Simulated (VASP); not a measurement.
Set up this calculation in VASP 6.6.1, as the native input.

```
Task                   : single point
Functional             : PBE
Potentials or basis    : VASP PAW PBE potentials, release 64 (K_sv, F)
Cutoff                 : 520 eV
k mesh                 : 6 × 6 × 4
Occupations            : gaussian, width 0.01 eV
Spin                   : no spin polarisation
Dipole correction      : no
Further INCAR settings : ALGO = Normal; EDIFF = 1e-07; NBANDS = 24
```

The structure of KF lies in POSCAR:

```
KF
1.0
    4.5002676635      0.0000000000      0.0000000000
   -2.2501338317      3.8973461204      0.0000000000
    0.0000000000      0.0000000000      5.3216829621
K F
2 2
Direct
    0.3333333333      0.6666666667      0.2500000000
    0.6666666667      0.3333333333      0.7500000000
    0.6666666667      0.3333333333      0.2500000000
    0.3333333333      0.6666666667      0.7500000000
```

One way to write it, as run:

INCAR

```
SYSTEM = KF
PREC     = Accurate       ! precision mode
ENCUT    = 520            ! plane-wave cutoff, eV
EDIFF    = 1E-7           ! SCF threshold, eV
ISMEAR   = 0              ! smearing method
SIGMA    = 0.01           ! smearing width, eV
LREAL    = .FALSE.        ! projectors in reciprocal space
LASPH    = .TRUE.         ! aspherical terms in the spheres
NELM     = 80             ! most SCF steps
ALGO     = Normal         ! electronic algorithm
ISIF     = 2              ! what is computed and relaxed
LWAVE    = .FALSE.        ! write WAVECAR
LCHARG   = .FALSE.        ! write CHGCAR
GGA      = PE             ! functional
NBANDS   = 24             ! bands
```

KPOINTS

```
regular mesh
0
G
  6 6 4
  0 0 0
```

Potentials or basis: VASP PAW PBE potentials, release 64 (K_sv, F).

Command:

```sh
$ cat potpaw_PBE.64/K_sv/POTCAR potpaw_PBE.64/F/POTCAR > POTCAR
$ mpirun -np 1 vasp_std > vasp.out
```

Results of the run:

The pressure is 0.8 GPa and the band gap on the k mesh is 5.33 eV.

Wall time 78 s on 1 thread of Intel Xeon 8259CL, on a shared host, peak memory 0.23 GiB.
